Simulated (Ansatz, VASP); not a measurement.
# TiH6: VASP beside Ansatz

INCAR

```
ALGO = Normal ; EDIFF = 1E-6
ENCUT = 500 ; GGA = PE
GGA_COMPAT = F ; ISIF = 2
ISMEAR = 0 ; LASPH = T
LCHARG = F ; LREAL = F
LWAVE = F ; NBANDS = 18
NELM = 120 ; PREC = Accurate
SIGMA = 0.1
```

KPOINTS

```
k-points
0
Gamma
  6 6 4
```

POSCAR

```
TiH6
1.0
    3.2721168600      0.0000000000      0.0000000000
   -1.6360584300      2.8337363200      0.0000000000
    0.0000000000      0.0000000000      5.9273259700
Ti H
1 6
Direct
    0.0000000000      0.0000000000      0.5000000000
    0.5000000000      0.0000000000      0.5000000000
    0.0000000000      0.5000000000      0.5000000000
    0.5000000000      0.5000000000      0.5000000000
    0.5000000000      0.0000000000      0.0000000000
    0.0000000000      0.5000000000      0.0000000000
    0.5000000000      0.5000000000      0.0000000000
```

Input for Ansatz:

```yaml
crystal:
  lattice:
    - [3.27211686, 0.0, 0.0]
    - [-1.63605843, 2.83373632, 0.0]
    - [0.0, 0.0, 5.92732597]
  atoms:
    - { symbol: Ti, position: [0.0, 0.0, 0.5] }
    - { symbol: H, position: [0.5, 0.0, 0.5] }
    - { symbol: H, position: [0.0, 0.5, 0.5] }
    - { symbol: H, position: [0.5, 0.5, 0.5] }
    - { symbol: H, position: [0.5, 0.0, 0.0] }
    - { symbol: H, position: [0.0, 0.5, 0.0] }
    - { symbol: H, position: [0.5, 0.5, 0.0] }
basis:
  ecutwfc: 420
kpoints:
  mp_grid: { grid: [6, 6, 4] }
hamiltonian:
  xc: pbe
scf:
  occupations: { method: gaussian, width: 0.1 }
  lower_state_search: "off"
output:
  forces: true
  stress: true
  eigenvalues: true
```

Alike in both runs: task single point; functional PBE; k mesh 6 × 6 × 4; occupations gaussian, width 0.1 eV; no spin polarisation.

```csv
,VASP,Ansatz
version,VASP 6.6.1,Ansatz 0.2.0
potentials or method,"VASP PAW PBE potentials, release 64 (Ti_sv, H), cutoff 500 eV","scalar-relativistic, plane waves, PAW"
valence electrons in the cell,18,18
```

```csv
,VASP,Ansatz,Ansatz less VASP
gap on the k mesh at the Fermi level (eV),none,none,-
pressure (GPa),7.8,8.1,+0.29
"traceless stress, the component that is largest in VASP (GPa)",-12.96,-12.98,-0.023
```

A gap of «none» marks a metal or a gap that the smearing closes. The functional is the same, so the differences come from potentials, cutoffs and numerics.

The k mesh is coarse, so the values compare programs but aren't converged.
